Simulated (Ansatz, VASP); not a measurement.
One calculation of K4I3Br, two programs

File INCAR:

```
SYSTEM = K4I3Br
PREC     = Accurate       ! precision mode
ENCUT    = 520            ! plane-wave cutoff, eV
EDIFF    = 1E-7           ! SCF threshold, eV
ISMEAR   = -1             ! smearing method
SIGMA    = 0.1            ! smearing width, eV
LREAL    = .FALSE.        ! projectors in reciprocal space
LASPH    = .TRUE.         ! aspherical terms in the spheres
NELM     = 60             ! most SCF steps
ALGO     = Normal         ! electronic algorithm
ISIF     = 2              ! what is computed and relaxed
LWAVE    = .FALSE.        ! write WAVECAR
LCHARG   = .TRUE.         ! write CHGCAR
GGA      = PE             ! functional
LELF     = .TRUE.         ! ELF
LVHAR    = .TRUE.       
NBANDS   = 42             ! bands
```

KPOINTS

```
regular mesh
0
G
  4 4 4
  0 0 0
```

The input POSCAR:

```
K4I3Br
1.0
    7.0843200000      0.0000000000      0.0000000000
    0.0000000000      7.0843200000      0.0000000000
    0.0000000000      0.0000000000      7.0843200000
K I Br
4 3 1
Direct
    0.0000000000      0.0000000000      0.0000000000
    0.5000000000      0.5000000000      0.0000000000
    0.5000000000      0.0000000000      0.5000000000
    0.0000000000      0.5000000000      0.5000000000
    0.0000000000      0.5000000000      0.0000000000
    0.0000000000      0.0000000000      0.5000000000
    0.5000000000      0.0000000000      0.0000000000
    0.5000000000      0.5000000000      0.5000000000
```

Input for Ansatz:

```yaml
crystal:
  lattice:
    - [7.08432, 0.0, 0.0]
    - [0.0, 7.08432, 0.0]
    - [0.0, 0.0, 7.08432]
  atoms:
    - { symbol: K, position: [0.0, 0.0, 0.0] }
    - { symbol: K, position: [0.5, 0.5, 0.0] }
    - { symbol: K, position: [0.5, 0.0, 0.5] }
    - { symbol: K, position: [0.0, 0.5, 0.5] }
    - { symbol: I, position: [0.0, 0.5, 0.0] }
    - { symbol: I, position: [0.0, 0.0, 0.5] }
    - { symbol: I, position: [0.5, 0.0, 0.0] }
    - { symbol: Br, position: [0.5, 0.5, 0.5] }
  symmetry: { tolerance: 0.0003 }
kpoints:
  mp_grid: { grid: [4, 4, 4], shift: [0, 0, 0] }
  band_path:
    path:
      - [0.0, 0.0, 0.0]
      - [0.0, 0.5, 0.0]
      - [0.5, 0.5, 0.0]
      - [0.0, 0.0, 0.0]
      - [0.5, 0.5, 0.5]
      - [0.0, 0.5, 0.0]
      - [0.5, 0.5, 0.5]
      - [0.5, 0.5, 0.0]
    npoints: 8
magnetization:
  spin_polarized: false
scf:
  occupations: { method: fermi_dirac }
  lower_state_search: "off"
  max_iter: 200
hamiltonian:
  pseudopotentials: { kind: paw }
  xc: pbe
basis:
  ecutwfc: 420
  fft_grid_basis: typed
output:
  forces: true
  stress: true
  eigenvalues: true
  bader: true
  populations: true
  elf: true
  write_potential: true
  volumetric_format: npy
  dos:
    e_range: [-12, 8]
    de: 0.05
    projected: { site_lists: { Br: [Br], I: [I], K: [K] } }
checkpoint:
  read: saved_state
```

Alike in both runs: task single point; functional PBE; k mesh 4 × 4 × 4; no spin polarisation.

|  | VASP | Ansatz |
| --- | --- | --- |
| version | VASP 6.6.1 | Ansatz 0.2.0 |
| potentials or method | VASP PAW PBE potentials, release 64 (K_sv, I, Br), cutoff 520 eV | PAW plane waves |
| occupations | fermi-dirac, width 0.1 eV | fermi-dirac |
| valence electrons in the cell | 64 | 94 |

|  | VASP | Ansatz | Ansatz less VASP |
| --- | --- | --- | --- |
| gap on the k mesh at the Fermi level (eV) | 3.93 | 3.93 | +0.003 |
| pressure (GPa) | 0.0 | 0.0 | -0.02 |

VASP's potentials hold 64 valence electrons a cell and Ansatz's 94, so a difference there can come from the potentials and not from the codes.

Neither program's run includes spin-orbit coupling.
